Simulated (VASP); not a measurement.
Br: single point with PBE

Crystal: Br.

```
CELL_PARAMETERS angstrom
3.36325 -2.32255 0.00000
3.36325 2.32255 0.00000
0.00000 0.00000 8.70230
ATOMIC_POSITIONS crystal
Br 0.36510 0.63490 0.39010
Br 0.13490 0.86510 0.89010
Br 0.63490 0.36510 0.60990
Br 0.86510 0.13490 0.10990
```

```json
{"Program": "VASP 6.6.1", "Task": "single point", "Functional": "PBE", "Potentials or basis": "VASP PAW PBE potentials, release 64 (Br)", "Cutoff": "520 eV", "k mesh": "7 × 7 × 3", "Occupations": "gaussian, width 0.02 eV", "Spin": "no spin polarisation"}
```

* Pressure: 1.9 GPa
* Largest force: 0.882 eV/Å
* Band gap on the k mesh: 1.90 eV (least direct gap 1.92 eV)

Forces in eV/Å, atoms in the order of the input:
```
Br   0.000  0.424 -0.774
Br   0.000 -0.424 -0.774
Br   0.000 -0.424  0.774
Br   0.000  0.424  0.774
```

Stress tensor (GPa, compression positive):
```
1.22 0.00 0.00
0.00 1.29 0.00
0.00 0.00 3.05
```

Levels at points of the mesh, in eV from the valence-band top:
```
           k point  band 11  band 12  band 13  band 14  band 15  band 16  band 17  band 18
(0.00, 0.00, 0.00)    -0.91    -0.34    -0.06    -0.02     1.90     2.65     6.00     6.69
```

Wall time 45 s on 1 thread of Intel(R) Xeon(R) 6975P-C (Granite Rapids), with other jobs on the host, peak memory 0.26 GiB.

Caveat: this functional lacks dispersion, which holds the molecules together, so the pressure and a relaxed volume are unreliable; an odd mesh through Γ misses points on the zone boundary, where band edges can lie.
